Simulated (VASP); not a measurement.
Write the native input for VASP 6.6.1 that does the following.

```yaml
Task: single point
Functional: PBE
Potentials_or_basis: VASP PAW PBE potentials, release 64 (Al, As)
Cutoff: 520 eV
k_mesh: 8 × 8 × 8
Occupations: gaussian, width 0.02 eV
Spin: no spin polarisation
Dipole_correction: no
Further_INCAR_settings: ALGO = Normal; EDIFF = 1e-06; NBANDS = 11
```

The structure of AlAs lies in POSCAR:

```
AlAs
1.0
    0.0000000000      2.8636840521      2.8636840521
    2.8636840521      0.0000000000      2.8636840521
    2.8636840521      2.8636840521      0.0000000000
Al As
1 1
Direct
    0.0000000000      0.0000000000      0.0000000000
    0.7500000000      0.7500000000      0.7500000000
```

One way to write it, as run:

INCAR

```
SYSTEM = AlAs
PREC     = Accurate       ! precision mode
ENCUT    = 520            ! plane-wave cutoff, eV
EDIFF    = 1E-6           ! SCF threshold, eV
ISMEAR   = 0              ! smearing method
SIGMA    = 0.02           ! smearing width, eV
LREAL    = .FALSE.        ! projectors in reciprocal space
LASPH    = .TRUE.         ! aspherical terms in the spheres
NELM     = 100            ! most SCF steps
ALGO     = Normal         ! electronic algorithm
ISIF     = 2              ! what is computed and relaxed
LWAVE    = .FALSE.        ! write WAVECAR
LCHARG   = .FALSE.        ! write CHGCAR
GGA      = PE             ! functional
NBANDS   = 11             ! bands
```

KPOINTS

```
Automatic mesh
0
G
  8 8 8
  0 0 0
```

Potentials or basis: VASP PAW PBE potentials, release 64 (Al, As).

The run is started by

```console
$ cat potpaw_PBE.64/Al/POTCAR potpaw_PBE.64/As/POTCAR > POTCAR
$ mpirun -np 1 vasp_std > vasp.out
```

It gave:

```
Pressure               : 0.2 GPa
Band gap on the k mesh : 1.49 eV, indirect (least direct gap 1.78 eV)
```

Run time: 11 s on 1 thread of Intel Xeon 6975P-C, with other jobs on the host, peak memory 0.17 GiB.
